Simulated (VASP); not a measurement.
Write the native input for VASP 6.6.1 that does the following.

* Task: single point
* Functional: PBE
* Dispersion: D3(BJ)
* Potentials or basis: VASP PAW PBE potentials, release 64 (As_d)
* Cutoff: 400 eV
* k mesh: 9 × 9 × 1
* Occupations: gaussian, width 0.05 eV
* Spin: no spin polarisation
* Dipole correction: yes
* Further INCAR settings: ALGO = Normal; EDIFF = 1e-06; NBANDS = 38; NELMDL = -8

The structure of As lies in POSCAR:

```
As
1.0
    3.5716243461      0.0000000000      0.0000000000
   -1.7858121731      3.0931174165      0.0000000000
    0.0000000000      0.0000000000     20.2951239530
As
4
Direct
    0.3333333333      0.6666666667      0.2217281358
    0.6666666667      0.3333333333      0.2905900940
    1.0000000000      1.0000000000      0.4517125393
    1.3333333333      0.6666666667      0.5205744975
```

This cell differs from its parent crystal: layers slid over each other.

These files were run (other wordings do the same):

INCAR

```
ALGO     = Normal         # electronic algorithm
DIPOL    = 0.5 0.5 0.371
EDIFF    = 1E-6           # SCF threshold, eV
ENCUT    = 400            # plane-wave cutoff, eV
GGA      = PE             # functional
GGA_COMPAT= False        
IDIPOL   = 3            
ISIF     = 2              # what is computed and relaxed
ISMEAR   = 0              # smearing method
IVDW     = 12             # dispersion correction
LASPH    = True           # aspherical terms in the spheres
LCHARG   = False          # write CHGCAR
LDIPOL   = True         
LREAL    = False          # projectors in reciprocal space
LWAVE    = False          # write WAVECAR
NBANDS   = 38             # bands
NELM     = 120            # most SCF steps
NELMDL   = -8           
PREC     = Accurate       # precision mode
SIGMA    = 0.05           # smearing width, eV
```

KPOINTS

```
k-points
0
Gamma
  9 9 1
```

Potentials or basis: VASP PAW PBE potentials, release 64 (As_d).

Run with:

```bash
$ cat potpaw_PBE.64/As_d/POTCAR > POTCAR
$ mpirun -np 1 vasp_std > vasp.out
```

It gave:

| Item | Value |
| --- | --- |
| Largest force | 0.035 eV/Å |
| Band gap on the k mesh | 1.00 eV (least direct gap 1.77 eV) |
| Dispersion energy per atom | -0.273 eV |

Caveat: the cell differs from its parent crystal (layers slid over each other).

Run time: 63 s on 1 thread of Intel(R) Xeon(R) Platinum 8488C (Sapphire Rapids), on a shared host, peak memory 0.28 GiB.
